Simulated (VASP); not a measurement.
# AlGa3N4 (P-43m) in VASP: further runs, part 2 of 2

VASP 6.6.1. The steps go on from the part before.

## 3. Single point, r2SCAN (volume scaled by 1.03, then relaxed in part)

POSCAR reads:

```
AlGa3N4
1.0
    4.5095586517      0.0000000000      0.0000000000
    0.0000000000      4.5095586517      0.0000000000
    0.0000000000      0.0000000000      4.5095586517
Al Ga N
1 3 4
Direct
    0.0000000000      0.0000000000      0.0000000000
    0.5000000000      0.5000000000      0.0000000000
    0.5000000000      0.0000000000      0.5000000000
    0.0000000000      0.5000000000      0.5000000000
    0.7553510551      0.7553510551      0.2446489449
    0.7553510551      0.2446489449      0.7553510551
    0.2446489449      0.7553510551      0.7553510551
    0.2446489449      0.2446489449      0.2446489449
```

INCAR.step1 reads:

```
SYSTEM = AlGa3N4
ALGO = Normal ; EDIFF = 1E-4
ENCUT = 520 ; GGA = PE
ISMEAR = 0 ; LASPH = .True.
LCHARG = .False. ; LREAL = .False.
LWAVE = .True. ; NBANDS = 41
NELM = 80 ; PREC = Accurate
SIGMA = 0.02
```

INCAR.step2 reads:

```
SYSTEM = AlGa3N4
ALGO = Normal ; EDIFF = 1E-6
ENCUT = 520 ; ISIF = 2
ISMEAR = 0 ; ISTART = 1
LASPH = .True. ; LCHARG = .False.
LMIXTAU = .True. ; LREAL = .False.
LWAVE = .False. ; METAGGA = R2SCAN
NBANDS = 41 ; NELM = 80
PREC = Accurate ; SIGMA = 0.02
```

KPOINTS reads:

```
k-points
0
Gamma
  6 6 6
  0 0 0
```

Potentials or basis: VASP PAW PBE potentials, release 64 (Al, Ga_d, N).

Command:

```sh
$ cat potpaw_PBE.64/Al/POTCAR potpaw_PBE.64/Ga_d/POTCAR potpaw_PBE.64/N/POTCAR > POTCAR
$ cp INCAR.step1 INCAR
$ mpirun -np 1 vasp_std > vasp.out
$ cp INCAR.step2 INCAR
$ mpirun -np 1 vasp_std > vasp.out
```

Wall time 7.2 min (1 thread of AMD EPYC 7R43 (Zen 3), shared host); peak memory 0.21 GiB.

The run converged. Its results:

| Property | Result |
| --- | --- |
| Free energy | -84.8302 eV |
| Pressure | -5.0 GPa |
| Largest force | 0.074 eV/Å |
| Band gap on the k mesh | 2.60 eV, direct |

Forces on the atoms (eV/Å):
```
Al   0.000  0.000  0.000
Ga   0.000  0.000  0.000
Ga   0.000  0.000  0.000
Ga   0.000  0.000  0.000
N    0.042  0.042 -0.042
N    0.042 -0.042  0.042
N   -0.042  0.042  0.042
N   -0.042 -0.042 -0.042
```

Levels at points of the mesh, in eV from the valence-band top:
```tsv
k point	band 28	band 29	band 30	band 31	band 32	band 33	band 34	band 35
(0.00, 0.00, 0.00)	-2.43	0.00	0.00	0.00	2.60	3.90	3.90	3.90
(0.50, 0.00, 0.00)	-1.48	-1.48	-1.17	-1.17	5.31	5.41	6.71	6.71
(0.50, 0.50, 0.00)	-0.96	-0.95	-0.95	-0.60	7.06	7.24	7.24	7.86
(0.50, 0.50, 0.50)	-0.73	-0.67	-0.67	-0.67	5.34	5.34	5.34	6.72
```

Caveat: the PAW data sets were made with another functional, which shifts forces and pressure a little.

## 4. Single point, r2SCAN (volume scaled by 1.06, then relaxed in part)

Changes to POSCAR since step 3:

```diff
@@ -2,5 +2,5 @@
 1.0
-    4.5095586517      0.0000000000      0.0000000000
-    0.0000000000      4.5095586517      0.0000000000
-    0.0000000000      0.0000000000      4.5095586517
+    4.5529224527      0.0000000000      0.0000000000
+    0.0000000000      4.5529224527      0.0000000000
+    0.0000000000      0.0000000000      4.5529224527
 Al Ga N
```

INCAR.step1 reads:

```
ALGO = Normal
EDIFF = 1E-4
ENCUT = 520
GGA = PE
ISMEAR = 0
LASPH = T
LCHARG = F
LREAL = F
LWAVE = T
NBANDS = 41
NELM = 100
PREC = Accurate
SIGMA = 0.02
```

INCAR.step2 reads:

```
ALGO = Normal
EDIFF = 1E-6
ENCUT = 520
ISIF = 2
ISMEAR = 0
ISTART = 1
LASPH = T
LCHARG = T
LELF = T
LMIXTAU = T
LREAL = F
LVHAR = T
LWAVE = F
METAGGA = R2SCAN
NBANDS = 41
NELM = 100
PREC = Accurate
SIGMA = 0.02
```

KPOINTS reads:

```
k-points
0
Gamma
  6 6 6
```

Potentials or basis: VASP PAW PBE potentials, release 64 (Al, Ga_d, N).

Command:

```sh
$ cat potpaw_PBE.64/Al/POTCAR potpaw_PBE.64/Ga_d/POTCAR potpaw_PBE.64/N/POTCAR > POTCAR
$ cp INCAR.step1 INCAR
$ mpirun -np 1 vasp_std > vasp.out
$ cp INCAR.step2 INCAR
$ mpirun -np 1 vasp_std > vasp.out
```

OUTCAR:

```text
EDIFF = 1E-6
   ENCUT = 520
   ISIF = 2
   ISMEAR = 0
   ISTART = 1
   LASPH = T
   LREAL = F
   METAGGA = R2SCAN
   NELM = 100
   PREC = Accurate

 ion  position               nearest neighbor table
   1  0.000  0.000  0.000-   5 1.93   6 1.93   7 1.93   8 1.93
   2  0.500  0.500  0.000-   5 1.99   6 1.99   7 1.99   8 1.99
   3  0.500  0.000  0.500-   5 1.99   6 1.99   7 1.99   8 1.99
   4  0.000  0.500  0.500-   5 1.99   6 1.99   7 1.99   8 1.99
   5  0.755  0.755  0.245-   1 1.93   2 1.99   3 1.99   4 1.99
   6  0.755  0.245  0.755-   1 1.93   2 1.99   3 1.99   4 1.99
   7  0.245  0.755  0.755-   1 1.93   2 1.99   3 1.99   4 1.99
[... 1086 lines left out ...]
  Total       -5.7733558     -5.7733558     -5.7733558      0.0000000      0.0000000      0.0000000
  in kB      -98.0094934    -98.0094934    -98.0094934      0.0000000      0.0000000      0.0000000
  external PRESSURE =     -98.0094934 kB  Pullay stress =       0.0000000 kB

 VOLUME and BASIS-vectors are now :
 -----------------------------------------------------------------------------
  energy-cutoff  :      520.00
  volume of cell :       94.38
      direct lattice vectors                 reciprocal lattice vectors
     4.552922453  0.000000000  0.000000000     0.219639146  0.000000000  0.000000000
     0.000000000  4.552922453  0.000000000     0.000000000  0.219639146  0.000000000
     0.000000000  0.000000000  4.552922453     0.000000000  0.000000000  0.219639146

 POSITION                                       TOTAL-FORCE (eV/Angst)
 -----------------------------------------------------------------------------------
      0.00000      0.00000      0.00000         0.000000     -0.000000      0.000000
      2.27646      2.27646      0.00000         0.000000      0.000000     -0.000000
      2.27646      0.00000      2.27646         0.000000     -0.000000     -0.000000
      0.00000      2.27646      2.27646         0.000000      0.000000     -0.000000
      3.43905      3.43905      1.11387         0.040015      0.040015     -0.040015
      3.43905      1.11387      3.43905         0.040015     -0.040015      0.040015
      1.11387      3.43905      3.43905        -0.040015      0.040015      0.040015
      1.11387      1.11387      1.11387        -0.040015     -0.040015     -0.040015
 -----------------------------------------------------------------------------------
    total drift:                               -0.000000     -0.000000     -0.000000

  FREE ENERGIE OF THE ION-ELECTRON SYSTEM (eV)
  ---------------------------------------------------
  free  energy   TOTEN  =       -84.7074954988 eV

  energy  without entropy=      -84.7074954988  energy(sigma->0) =      -84.70749550
```

Run time: 7.9 min. Hardware: 1 thread of AMD EPYC 7R43 (Zen 3), shared host; peak memory 0.22 GiB.

Results:

```
Free energy            : -84.7075 eV
Pressure               : -9.8 GPa
Largest force          : 0.069 eV/Å
Band gap on the k mesh : 2.40 eV, direct
```

Forces in eV/Å, atoms in the order of the input:
```
Al   0.000  0.000  0.000
Ga   0.000  0.000  0.000
Ga   0.000  0.000  0.000
Ga   0.000  0.000  0.000
N    0.040  0.040 -0.040
N    0.040 -0.040  0.040
N   -0.040  0.040  0.040
N   -0.040 -0.040 -0.040
```

Caveat: the PAW data sets were made with another functional, which shifts forces and pressure a little.

## 5. The runs side by side

| cell | gap on the mesh (eV) | pressure (GPa) | largest force (eV/Å) |
| --- | --- | --- | --- |
| a = 4.472 Å, 8 atoms | 2.79 | -0.2 | 0.08 |
| a = 4.510 Å, 8 atoms | 2.60 | -5.0 | 0.07 |
| a = 4.553 Å, 8 atoms | 2.40 | -9.8 | 0.07 |

Alike in all rows: task single point; level r2SCAN; potentials or basis VASP PAW PBE potentials, release 64 (Al, Ga_d, N); no spin polarisation; k mesh 6 × 6 × 6; cutoff (eV) 520; smearing gaussian 0.02 eV.

Caveats: the PAW data sets were made with another functional, which shifts forces and pressure a little.

Total energies depend on the potentials used, so only differences within one code and one set of settings carry meaning.
